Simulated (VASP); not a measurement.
Write the native input for VASP 6.6.1 that does the following.

| Property | Result |
| --- | --- |
| Task | single point |
| Functional | r2SCAN |
| Potentials or basis | VASP PAW PBE potentials, release 64 (B, N) |
| Cutoff | 520 eV |
| k mesh | 12 × 12 × 12 |
| Occupations | gaussian, width 0.05 eV |
| Spin | no spin polarisation |
| Dipole correction | no |
| Further INCAR settings | ALGO = Normal; EDIFF = 1e-06; NBANDS = 11 |

BN:

```
B N
1.0
     0.00000    1.95804    1.66796
     1.95804    0.00000    1.66796
     1.95804    1.95804    0.00000
B N
1 1
Direct
  0.00000 0.00000 0.00000
  0.75000 0.75000 0.75000
```

This cell differs from its parent crystal: strain +0.080 along x and y, -0.080 along z.

The input as run:

POSCAR

```
BN
1.0
    0.0000000000      1.9580410800      1.6679609200
    1.9580410800      0.0000000000      1.6679609200
    1.9580410800      1.9580410800      0.0000000000
B N
1 1
Direct
    0.0000000000      0.0000000000      0.0000000000
    0.7500000000      0.7500000000      0.7500000000
```

INCAR.step1

```
PREC = Accurate ; ENCUT = 520
ISMEAR = 0 ; SIGMA = 0.05
LREAL = F ; LASPH = T
NELM = 100 ; NBANDS = 11
GGA = PE ; ALGO = Normal
EDIFF = 1E-4 ; LWAVE = T
LCHARG = F
```

INCAR.step2

```
PREC = Accurate ; ENCUT = 520
EDIFF = 1E-6 ; ISMEAR = 0
SIGMA = 0.05 ; LREAL = F
LASPH = T ; NELM = 100
ALGO = Normal ; ISIF = 2
LWAVE = F ; LCHARG = F
METAGGA = R2SCAN ; LMIXTAU = T
NBANDS = 11 ; ISTART = 1
```

KPOINTS

```
Automatic mesh
0
Gamma
  12 12 12
```

Potentials or basis: VASP PAW PBE potentials, release 64 (B, N).

Launch:

```sh
$ cat potpaw_PBE.64/B/POTCAR potpaw_PBE.64/N/POTCAR > POTCAR
$ cp INCAR.step1 INCAR
$ mpirun -np 1 vasp_std > vasp.out
$ cp INCAR.step2 INCAR
$ mpirun -np 1 vasp_std > vasp.out
```

It gave:

| Property | Result |
| --- | --- |
| Pressure | -27.7 GPa |
| Band gap on the k mesh | 2.68 eV, indirect (least direct gap 7.85 eV) |

Caveat: the cell differs from its parent crystal (strain +0.080 along x and y, -0.080 along z); the PAW data sets were made with another functional, which shifts forces and pressure a little.

Wall time 2.8 min on 1 thread of AMD EPYC 7R13, with other jobs on the host, peak memory 0.11 GiB.
